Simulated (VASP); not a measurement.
**BeNb2CuAg12: single point with PBE**

BeNb2CuAg12:

```
Ag Nb Be Cu
1.0
     6.51336   -0.30260   -0.04974
    -0.30260    6.24598   -0.02875
    -0.04974   -0.02875    6.50656
Ag Nb Be Cu
12 2 1 1
Direct
  0.49028 0.41268 0.81952
  0.26159 0.15709 0.60049
  0.51122 0.91091 0.33374
  0.02798 0.41584 0.28318
  0.77256 0.15569 0.02724
  0.00341 0.86549 0.80680
  0.77670 0.17506 0.56951
  0.07046 0.43548 0.84033
  0.72839 0.64130 0.08508
  0.76859 0.65421 0.54691
  0.46226 0.43300 0.30154
  0.50663 0.86732 0.80151
  0.04874 0.90236 0.30107
  0.25195 0.10346 0.05479
  0.26509 0.69468 0.09560
  0.24373 0.66160 0.55319
```

```
Program             : VASP 6.6.1
Task                : single point
Functional          : PBE
Potentials or basis : VASP PAW PBE potentials, release 64 (Ag, Nb_sv, Be, Cu)
Cutoff              : 520 eV
k mesh              : 1 × 1 × 1, shifted
Occupations         : fermi-dirac, width 0.05 eV
Spin                : no spin polarisation
```

- Pressure: 7.4 GPa
- Largest force: 1.540 eV/Å

Forces on the atoms (eV/Å):
```
Ag   0.660  0.555  0.239
Ag  -0.437 -0.489 -1.234
Ag   0.194  0.264 -0.041
Ag   0.182  0.054  0.083
Ag  -0.207 -0.193  0.671
Ag  -0.171  0.088  0.298
Ag   0.208 -0.104 -0.063
Ag  -0.746 -0.116  0.052
Ag   1.187  0.753 -0.628
Ag  -0.327 -0.871 -0.412
Ag  -0.438 -1.046  0.881
Ag   0.013  0.292  0.192
Nb  -0.414  0.412  0.111
Nb   0.186  0.730  0.568
Be   0.209 -0.258 -0.389
Cu  -0.098 -0.070 -0.328
```

Stress tensor (GPa, compression positive):
```
7.71 6.54 3.63
6.54 7.08 3.02
3.63 3.02 7.28
```

Levels at points of the mesh, in eV from the Fermi level:
```
           k point  band 84  band 85  band 86  band 87  band 88  band 89
(0.25, 0.25, 0.25)    -0.33    -0.16     0.00     0.17     0.79     1.05
```

It took 2 min on 1 thread of Intel(R) Xeon(R) Platinum 8259CL CPU @ 2.50GHz (Skylake/Cascade Lake) (shared host), peak memory 0.34 GiB.

Caveat: the k points lie up to 1.01 Å⁻¹ apart.
